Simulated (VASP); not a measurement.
# HfN (I-4m2) in VASP: further runs

Runs on HfN. Level: LDA. Tasks: single point.

Everything below comes from runs of VASP 6.6.1. Logs are shortened: lines on timing, memory, paths and dates and some standing lists are left out, and cuts for length are marked.

**1. The cell of the first run**

The structure is tetragonal, space group I-4m2 (No. 119). The conventional cell has a = 3.298 Å, b = 3.298 Å, c = 5.032 Å, α = 90.00°, β = 90.00°, γ = 90.00°. Hf (site symmetry -4m2) has 4 N at 2.07 Å within 2.7 Å. Within 2.7 Å of N (site symmetry -4m2) lie 4 Hf at 2.07 Å.

**2. Single point, LDA (strain -0.050 along x and y, +0.025 along z)**

INCAR

```
PREC = Accurate
ENCUT = 520
EDIFF = 1E-6
ISMEAR = 0
SIGMA = 0.15
LREAL = F
LASPH = T
NELM = 60
ALGO = Normal
ISIF = 2
LWAVE = F
LCHARG = T
LELF = T
LVHAR = T
NBANDS = 14
```

KPOINTS

```
regular mesh
0
Gamma
  16 16 16
```

POSCAR

```
HfN
1.0
    0.0000000000      2.3320809000      2.5161925500
    2.3320809000      0.0000000000      2.5161925500
    2.3320809000      2.3320809000      0.0000000000
Hf N
1 1
Direct
    0.0000000000      0.0000000000      0.0000000000
    0.7500000000      0.7500000000      0.7500000000
```

Potentials or basis: VASP PAW LDA potentials, release 64 (Hf_pv, N).

Command:

```sh
> cat potpaw_LDA.64/Hf_pv/POTCAR potpaw_LDA.64/N/POTCAR > POTCAR
> mpirun -np 1 vasp_std > vasp.out
```

OUTCAR:

```text
PREC = Accurate
   ENCUT = 520
   EDIFF = 1E-6
   ISMEAR = 0
   LREAL = F
   LASPH = T
   NELM = 60
   ISIF = 2

 ion  position               nearest neighbor table
   1  0.000  0.000  0.000-   2 2.07   2 2.07   2 2.07   2 2.07
   2  0.750  0.750  0.750-   1 2.07   1 2.07   1 2.07   1 2.07

  LATTYP: Found a body centered tetragonal cell.
 ALAT       =     3.2980604373
 C/A-ratio  =     1.5258620015

  Lattice vectors:

 A1 = (  -2.3320809000,   0.0000000000,   2.5161925500)
 A2 = (   2.3320809000,   0.0000000000,   2.5161925500)
 A3 = (   0.0000000000,   2.3320809000,  -2.5161925500)

Analysis of symmetry for initial positions (statically):
=====================================================================
 Subroutine PRICEL returns:
 Original cell was already a primitive cell.

 Routine SETGRP: Setting up the symmetry group for a
 body centered tetragonal supercell.

 Subroutine GETGRP returns: Found  8 space group operations
 (whereof  8 operations were pure point group operations)
 out of a pool of 16 trial point group operations.

The static configuration has the point symmetry D_2d.

Analysis of symmetry for dynamics (positions and initial velocities):
=====================================================================
 Subroutine PRICEL returns:
 Original cell was already a primitive cell.

 Routine SETGRP: Setting up the symmetry group for a
 body centered tetragonal supercell.

 Subroutine GETGRP returns: Found  8 space group operations
 (whereof  8 operations were pure point group operations)
 out of a pool of 16 trial point group operations.

The dynamic configuration has the point symmetry D_2d.

 Subroutine INISYM returns: Found  8 space group operations
 (whereof  8 operations are pure point group operations),
 and found     1 'primitive' translations

----------------------------------------------------------------------------------------

                                     Primitive cell

  volume of cell :      27.3691

  direct lattice vectors                    reciprocal lattice vectors
     0.000000000  2.332080900  2.516192550    -0.214400795  0.214400795  0.198712932
     2.332080900  0.000000000  2.516192550     0.214400795 -0.214400795  0.198712932
     2.332080900  2.332080900  0.000000000     0.214400795  0.214400795 -0.198712932

  length of vectors
     3.430718040  3.430718040  3.298060437     0.362522043  0.362522043  0.362522043

  position of ions in fractional coordinates (direct lattice)
     0.000000000  0.000000000  0.000000000
     0.750000000  0.750000000  0.750000000

  ion indices of the primitive-cell ions
   primitive index   ion index
                 1           1
                 2           2

----------------------------------------------------------------------------------------

 KPOINTS: regular mesh

Automatic generation of k-mesh.
 Grid dimensions read from file:
 generate k-points for:   16   16   16

 Generating k-lattice:

  Cartesian coordinates                     Fractional coordinates (reciprocal lattice)
    -0.013400050  0.013400050  0.012419558     0.062500000  0.000000000  0.000000000
     0.013400050 -0.013400050  0.012419558     0.000000000  0.062500000  0.000000000
     0.013400050  0.013400050 -0.012419558     0.000000000  0.000000000  0.062500000

  Length of vectors
     0.022657628  0.022657628  0.022657628

  Shift w.r.t. Gamma in fractional coordinates (k-lattice)
     0.000000000  0.000000000  0.000000000

 Subroutine IBZKPT returns following result:
 ===========================================

 Found    349 irreducible k-points:

 Following reciprocal coordinates:
            Coordinates               Weight
  0.000000  0.000000  0.000000      1.000000
  0.062500 -0.000000  0.000000      8.000000
  0.125000 -0.000000  0.000000      8.000000
  0.187500 -0.000000  0.000000      8.000000
  0.250000 -0.000000  0.000000      8.000000
  0.312500 -0.000000  0.000000      8.000000
[... 16 lines left out ...]
 -0.125000  0.062500  0.000000      8.000000
 -0.062500  0.062500  0.000000      4.000000
 [... further k-points ...]
   k-points           NKPTS =    349   k-points in BZ     NKDIM =    349   number of bands    NBANDS=     14
   number of dos      NEDOS =    301   number of ions     NIONS =      2
   total plane-waves  NPLWV =  21952
   dimension x,y,z NGX =    28 NGY =   28 NGZ =   28
   dimension x,y,z NGXF=    56 NGYF=   56 NGZF=   56
   ions per type =               1   1
   NGX,Y,Z   is equivalent  to a cutoff of  13.57, 13.57, 14.11 a.u.
   NGXF,Y,Z  is equivalent  to a cutoff of  27.14, 27.14, 28.23 a.u.
 SYSTEM =  unknown system
   PREC   = accura    normal or accurate (medium, high low for compatibility)
   ISTART =      0    job   : 0-new  1-cont  2-samecut
   ICHARG =      2    charge: 1-file 2-atom 10-const
   ISPIN  =      1    spin polarized calculation?
   LNONCOLLINEAR =      F non collinear calculations
   LSORBIT =      F    spin-orbit coupling
   LASPH  =      T    aspherical Exc in radial PAW
   ENCUT  =  520.0 eV  38.22 Ry    6.18 a.u.   6.38  6.38  6.13*2*pi/ulx,y,z
   NELM   =     60;   NELMIN=  2; NELMDL= -5     # of ELM steps
   EDIFF  = 0.1E-05   stopping-criterion for ELM
   LREAL  =      F    real-space projection
   EDIFFG = 0.1E-04   stopping-criterion for IOM
   NSW    =      0    number of steps for IOM
   IBRION =     -1    ionic relax: 0-MD 1-quasi-New 2-CG
   NFREE  =      0    steps in history (QN), initial steepest desc. (CG)
   ISIF   =      2    stress and relaxation
   ISYM   =      2    0-nonsym 1-usesym 2-fastsym
   POTIM  = 0.5000    time-step for ionic-motion
   TEBEG  =    0.0;   TEEND  =   0.0 temperature during run
   PSTRESS=    0.0 pullay stress
   NELECT =      15.0000    total number of electrons
   NUPDOWN=      -1.0000    fix difference up-down
   EMIN   =  10.00;   EMAX   =-10.00  energy-range for DOS
   EFERMI =   0.00;   METHOD = LEGACY
   ISMEAR =     0;   SIGMA  =   0.15  broadening in eV -4-tet -1-fermi 0-gaus
   EFERMI_NEDOS =   21; number of points for ismear=-14 and -15
   IALGO  =     38    algorithm
   IMIX   =      4    mixing-type and parameters
     AMIX     =   0.40;   BMIX     =  1.00
     AMIX_MAG =   1.60;   BMIX_MAG =  1.00
  volume/ion in A,a.u.               =      13.68        92.35
  Fermi-wavevector in a.u.,A,eV,Ry     =   1.339733  2.531728 24.420882  1.794884
  Thomas-Fermi vector in A             =   2.468101
   LORBIT       =      0    0 simple, 1 ext, 2 COOP (PROOUT), +10 PAW based schemes
   GGA     = CA    functional components
   LHFCALC =     F    Hartree Fock is set to
   AEXX    =    0.0000 exact exchange contribution
   IVDW    =     0    specifies the selected vdW correction
   LEPSILON=     F    determine dielectric tensor
   LRPA    =     F    only Hartree local field effects (RPA)
 non-spin polarized calculation
 Gauss-broadening in eV      SIGMA  =   0.15
  energy-cutoff  :      520.00
  volume of cell :       27.37
 maximum number of plane-waves:       753
 NGX is ok and might be reduce to    28
   NGX = 13   NGY = 13   NGZ = 13

 number of electron      15.0000000 magnetization

 Free energy of the ion-electron system (eV)
  ---------------------------------------------------
  ext. energy  EPLUGINS =         0.00000000
  ---------------------------------------------------
  free energy    TOTEN  =       -22.99568687 eV

  energy without entropy =      -22.98788908  energy(sigma->0) =      -22.99178798

 E-fermi :   6.2201     XC(G=0): -11.8813

 val. band max:        6.2169615709   @ k =   0.3125   0.0625   0.2500
 cond. band min:       6.2208510897   @ k =  -0.4375   0.1250   0.2500
 fundamental gap:      0.0038895188
 Fermi energy:         6.2201224819

 k-point     1 :       0.0000    0.0000    0.0000
  band No.  band energies     occupation
      1     -24.4834      2.00000
      2     -24.4715      2.00000
      3     -24.4715      2.00000
      4     -10.1010      2.00000
      5       0.2728      2.00000
      6       0.5027      2.00000
      7       0.5027      2.00000
      8       5.7112      2.00000
      9       8.0046      0.00000
     10       9.0329      0.00000
     11      12.2999      0.00000
     12      13.6725      0.00000
     13      13.6725      0.00000
     14      17.9403      0.00000

 k-point     2 :       0.0625   -0.0000    0.0000
  band No.  band energies     occupation
      1     -24.5032      2.00000
      2     -24.4828      2.00000
      3     -24.4737      2.00000
      4     -10.0429      2.00000
      5       0.2507      2.00000
      6       0.4635      2.00000
      7       0.5382      2.00000
      8       5.9241      1.99475
      9       7.9581      0.00000
     10       8.9309      0.00000
     11      12.3749      0.00000
     12      13.6127      0.00000
     13      13.7807      0.00000
     14      17.9393      0.00000

 k-point     3 :       0.1250   -0.0000    0.0000
  band No.  band energies     occupation
      1     -24.5777      2.00000
      2     -24.4962      2.00000
      3     -24.4802      2.00000
      4      -9.8803      2.00000
      5       0.1027      2.00000
      6       0.4874      2.00000
      7       0.6378      2.00000
      8       6.4632      0.02189
      9       7.8834      0.00000
     10       8.6940      0.00000
     11      12.4513      0.00000
     12      13.5598      0.00000
     13      13.9951      0.00000
     14      17.9173      0.00000
[... 324 lines left out ...]
 k-point    23 :      -0.1250    0.0625    0.0000
  band No.  band energies     occupation
      1     -24.6345      2.00000
      2     -24.5158      2.00000
      3     -24.4786      2.00000
      4      -9.7607      2.00000
      5      -0.0425      2.00000
      6       0.5641      2.00000
      7       0.6856      2.00000
      8       6.8277      0.00000
      9       8.2544      0.00000
     10       8.2912      0.00000
     11      12.5114      0.00000
     12      13.2783      0.00000
     13      14.2635      0.00000
     14      17.4953      0.00000

 k-point    24 :      -0.0625    0.0625    0.0000
  band No.  band energies     occupation
      1     -24.5454      2.00000
      2     -24.4981      2.00000
      3     -24.4738      2.00000
      4      -9.9482      2.00000
      5       0.1879      2.00000
      6       0.4364      2.00000
      7       0.5805      2.00000
      8       6.2601      0.70628
      9       8.1262      0.00000
     10       8.6262      0.00000
     11      12.4354      0.00000
     12      13.4176      0.00000
     13      14.0340      0.00000
     14      17.9359      0.00000

 [... further k-points ...]

------------------------ aborting loop because EDIFF is reached ----------------------------------------

  FORCE on cell =-STRESS in cart. coord.  units (eV):
  Direction    XX          YY          ZZ          XY          YZ          ZX
  --------------------------------------------------------------------------------------
  -------------------------------------------------------------------------------------
  Total        1.7607358      1.7607358     -0.4418192      0.0000000     -0.0000000     -0.0000000
  in kB      103.0727061    103.0727061    -25.8639026      0.0000000     -0.0000000     -0.0000000
  external PRESSURE =      60.0938365 kB  Pullay stress =       0.0000000 kB

 VOLUME and BASIS-vectors are now :
 -----------------------------------------------------------------------------
  energy-cutoff  :      520.00
  volume of cell :       27.37
      direct lattice vectors                 reciprocal lattice vectors
     0.000000000  2.332080900  2.516192550    -0.214400795  0.214400795  0.198712932
     2.332080900  0.000000000  2.516192550     0.214400795 -0.214400795  0.198712932
     2.332080900  2.332080900  0.000000000     0.214400795  0.214400795 -0.198712932

 POSITION                                       TOTAL-FORCE (eV/Angst)
 -----------------------------------------------------------------------------------
      0.00000      0.00000      0.00000        -0.000000     -0.000000     -0.000000
      3.49812      3.49812      3.77429         0.000000      0.000000      0.000000
 -----------------------------------------------------------------------------------
    total drift:                               -0.000000     -0.000000      0.000000

  FREE ENERGIE OF THE ION-ELECTRON SYSTEM (eV)
  ---------------------------------------------------
  free  energy   TOTEN  =       -22.9956868721 eV

  energy  without entropy=      -22.9878890821  energy(sigma->0) =      -22.99178798
```

Wall time 4.6 min (1 thread of Intel Xeon 8259CL, shared host); peak memory 0.26 GiB.

What came out:

* Free energy: -22.9957 eV
* Pressure: 6.0 GPa
* Band gap on the k mesh: zero (an odd number of electrons rules out a gap without spin polarisation)

Levels at points of the mesh, in eV from the Fermi level:
```csv
k point,band 5,band 6,band 7,band 8,band 9,band 10,band 11,band 12
"(0.00, 0.00, 0.00)",-5.95,-5.72,-5.72,-0.51,1.78,2.81,6.08,7.45
"(0.50, 0.00, 0.00)",-5.84,-5.38,-4.94,1.57,2.78,3.06,4.36,5.68
"(0.50, 0.50, 0.00)",-7.45,-3.51,-3.51,-1.50,2.11,4.37,4.96,4.96
"(0.50, 0.00, 0.50)",-7.32,-3.88,-3.62,-0.96,2.11,4.53,4.95,5.20
```

Caveat: the cell differs from its parent crystal (strain -0.050 along x and y, +0.025 along z); the stress differs along the axes, from -3 to 10 GPa; spin-orbit coupling is left out, which moves the levels of the heavy elements.

**3. Single point, LDA (strain -0.050 along x and y, +0.050 along z)**

Edit INCAR of step 2 so:

```diff
@@ -7,3 +7,3 @@
 LASPH = T
-NELM = 60
+NELM = 80
 ALGO = Normal
```

KPOINTS

```
Automatic mesh
0
Gamma
  16 16 16
```

POSCAR

```
HfN
1.0
    0.0000000000      2.3320809000      2.5775631000
    2.3320809000      0.0000000000      2.5775631000
    2.3320809000      2.3320809000      0.0000000000
Hf N
1 1
Direct
    0.0000000000      0.0000000000      0.0000000000
    0.7500000000      0.7500000000      0.7500000000
```

Potentials or basis: VASP PAW LDA potentials, release 64 (Hf_pv, N).

Command:

```sh
> cat potpaw_LDA.64/Hf_pv/POTCAR potpaw_LDA.64/N/POTCAR > POTCAR
> mpirun -np 1 vasp_std > vasp.out
```

It took 3.7 min on 1 thread of Intel Xeon 8259CL, shared host; peak memory 0.26 GiB.

The run converged. Its results:

```
Free energy            : -22.9670 eV
Pressure               : 0.2 GPa
Band gap on the k mesh : zero (an odd number of electrons rules out a gap without spin polarisation)
```

Stress tensor (GPa, compression positive):
```
  5.86   0.00   0.00
  0.00   5.86   0.00
  0.00   0.00 -11.22
```

Levels at points of the mesh, in eV from the Fermi level:
```
           k point  band 5  band 6  band 7  band 8  band 9  band 10  band 11  band 12
(0.00, 0.00, 0.00)   -5.85   -5.54   -5.54   -0.62    1.63     2.90     5.65     7.39
(0.50, 0.00, 0.00)   -5.81   -5.33   -4.75    1.47    2.67     3.07     4.17     5.54
(0.50, 0.50, 0.00)   -7.34   -3.42   -3.42   -1.57    1.96     4.26     4.78     4.78
(0.50, 0.00, 0.50)   -7.15   -3.93   -3.59   -0.89    1.89     4.55     4.78     5.13
```

Caveat: the cell differs from its parent crystal (strain -0.050 along x and y, +0.050 along z); the stress differs along the axes, from -11 to 6 GPa; spin-orbit coupling is left out, which moves the levels of the heavy elements.

**4. Single point, LDA (strain +0.000 along x and y, -0.050 along z)**

INCAR

```
PREC = Accurate
ENCUT = 520
EDIFF = 1E-6
ISMEAR = 0
SIGMA = 0.15
LREAL = False
LASPH = True
NELM = 80
ALGO = Normal
ISIF = 2
LWAVE = False
LCHARG = False
GGA = CA
NBANDS = 14
```

KPOINTS is that of step 3.

POSCAR

```
HfN
1.0
    0.0000000000      2.4548220000      2.3320809000
    2.4548220000      0.0000000000      2.3320809000
    2.4548220000      2.4548220000      0.0000000000
Hf N
1 1
Direct
    0.0000000000      0.0000000000      0.0000000000
    0.7500000000      0.7500000000      0.7500000000
```

Potentials or basis: VASP PAW LDA potentials, release 64 (Hf_pv, N).

Command:

```sh
> cat potpaw_LDA.64/Hf_pv/POTCAR potpaw_LDA.64/N/POTCAR > POTCAR
> mpirun -np 1 vasp_std > vasp.out
```

OUTCAR:

```text
PREC = Accurate
   ENCUT = 520
   EDIFF = 1E-6
   ISMEAR = 0
   LREAL = False
   LASPH = True
   NELM = 80
   ISIF = 2
   GGA = CA

 ion  position               nearest neighbor table
   1  0.000  0.000  0.000-   2 2.09   2 2.09   2 2.09   2 2.09
   2  0.750  0.750  0.750-   1 2.09   1 2.09   1 2.09   1 2.09

  LATTYP: Found a body centered tetragonal cell.
 ALAT       =     3.4716425656
 C/A-ratio  =     1.3435028843

  Lattice vectors:

 A1 = (   0.0000000000,  -2.4548220000,  -2.3320809000)
[... 586 lines left out ...]
      9       7.5930      0.00000
     10       8.4256      0.00000
     11      12.4329      0.00000
     12      12.9315      0.00000
     13      13.4428      0.00000
     14      17.6005      0.00000

 [... further k-points ...]
[... 5 lines left out ...]
  --------------------------------------------------------------------------------------
  -------------------------------------------------------------------------------------
  Total       -0.4105560     -0.4105560      0.8395356      0.0000000      0.0000000     -0.0000000
  in kB      -23.4028807    -23.4028807     47.8559671      0.0000000      0.0000000     -0.0000000
  external PRESSURE =       0.3500686 kB  Pullay stress =       0.0000000 kB

 VOLUME and BASIS-vectors are now :
 -----------------------------------------------------------------------------
  energy-cutoff  :      520.00
  volume of cell :       28.11
      direct lattice vectors                 reciprocal lattice vectors
     0.000000000  2.454822000  2.332080900    -0.203680756  0.203680756  0.214400795
     2.454822000  0.000000000  2.332080900     0.203680756 -0.203680756  0.214400795
     2.454822000  2.454822000  0.000000000     0.203680756  0.203680756 -0.214400795

 POSITION                                       TOTAL-FORCE (eV/Angst)
 -----------------------------------------------------------------------------------
      0.00000      0.00000      0.00000        -0.000000     -0.000000      0.000000
      3.68223      3.68223      3.49812         0.000000      0.000000     -0.000000
 -----------------------------------------------------------------------------------
    total drift:                                0.000000      0.000000     -0.000000

  FREE ENERGIE OF THE ION-ELECTRON SYSTEM (eV)
  ---------------------------------------------------
  free  energy   TOTEN  =       -23.0433305258 eV

  energy  without entropy=      -23.0362922886  energy(sigma->0) =      -23.03981141
```

stdout:

```text
POSCAR found type information on POSCAR HfN
 POSCAR found :  2 types and       2 ions
 scaLAPACK will be used
 LDA part: xc-table for (Slater(with rela. corr.)+CA(PZ))
 , standard interpolation
 POSCAR, INCAR and KPOINTS ok, starting setup
 FFT: planning ... GRIDC
 FFT: planning ... GRID_SOFT
 FFT: planning ... GRID
 WAVECAR not read
 entering main loop
```

It took 3.4 min on 1 thread of Intel Xeon 8259CL, shared host; peak memory 0.26 GiB.

What came out:

```yaml
Free_energy: -23.0433 eV
Pressure: 0.0 GPa
Band_gap_on_the_k_mesh: zero (an odd number of electrons rules out a gap without spin polarisation)
```

Stress tensor (GPa, compression positive):
```
-2.34  0.00  0.00
 0.00 -2.34  0.00
 0.00  0.00  4.79
```

Levels at points of the mesh, in eV from the Fermi level:
| k point | band 4 | band 5 | band 6 | band 7 | band 8 | band 9 | band 10 | band 11 | band 12 | band 13 |
| --- | --- | --- | --- | --- | --- | --- | --- | --- | --- | --- |
| (0.00, 0.00, 0.00) | -16.18 | -5.73 | -5.73 | -5.60 | -0.52 | 1.88 | 2.57 | 6.56 | 6.56 | 7.42 |
| (0.50, 0.00, 0.00) | -14.96 | -5.79 | -5.20 | -4.93 | 1.59 | 2.78 | 2.82 | 4.34 | 5.52 | 5.61 |
| (0.50, 0.50, 0.00) | -14.59 | -7.14 | -3.73 | -3.73 | -0.89 | 2.31 | 4.15 | 4.89 | 4.89 | 11.30 |
| (0.50, 0.00, 0.50) | -14.50 | -7.24 | -3.68 | -3.51 | -1.25 | 2.09 | 4.26 | 4.84 | 4.92 | 10.28 |

Caveat: the cell differs from its parent crystal (strain +0.000 along x and y, -0.050 along z); the stress differs along the axes, from -2 to 5 GPa; spin-orbit coupling is left out, which moves the levels of the heavy elements.

(Part 1 of 2 ends here.)
